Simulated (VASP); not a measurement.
# TiAl: single point with BLYP

Crystal: TiAl.

```
CELL_PARAMETERS angstrom
3.21618 0.00000 0.00000
0.00000 3.21618 0.00000
0.00000 0.00000 3.21618
ATOMIC_POSITIONS crystal
Ti 0.00000 0.00000 0.00000
Al 0.50000 0.50000 0.50000
```

```yaml
Program: VASP 6.6.1
Task: single point
Functional: BLYP
Potentials_or_basis: VASP PAW PBE potentials, release 64 (Ti_sv, Al)
Cutoff: 520 eV
k_mesh: 8 × 8 × 8
Occupations: fermi-dirac, width 0.05 eV
Spin: no spin polarisation
Dipole_correction: no
Further_INCAR_settings: ALGO = Normal; EDIFF = 1e-06; NBANDS = 14
```

```
Pressure : 0.2 GPa
```

Levels at points of the mesh, in eV from the Fermi level:
| k point | band 3 | band 4 | band 5 | band 6 | band 7 | band 8 | band 9 | band 10 | band 11 | band 12 |
| --- | --- | --- | --- | --- | --- | --- | --- | --- | --- | --- |
| (0.00, 0.00, 0.00) | -33.11 | -33.11 | -9.04 | -1.36 | -1.36 | 1.68 | 1.68 | 1.68 | 4.28 | 4.28 |
| (0.50, 0.00, 0.00) | -33.09 | -33.09 | -5.97 | -4.96 | -0.55 | 0.13 | 0.13 | 1.87 | 2.74 | 6.58 |
| (0.50, 0.50, 0.00) | -33.24 | -33.08 | -4.94 | -1.99 | -1.99 | -1.36 | 0.67 | 0.67 | 2.49 | 4.38 |
| (0.50, 0.50, 0.50) | -33.22 | -33.22 | -2.95 | -2.95 | -2.95 | 0.24 | 2.55 | 2.55 | 3.02 | 3.02 |

It took 13 s on 1 thread of Intel Xeon 6975P-C, with other jobs on the host, peak memory 0.14 GiB.

Caveat: the PAW data sets were made with another functional, which shifts forces and pressure a little.
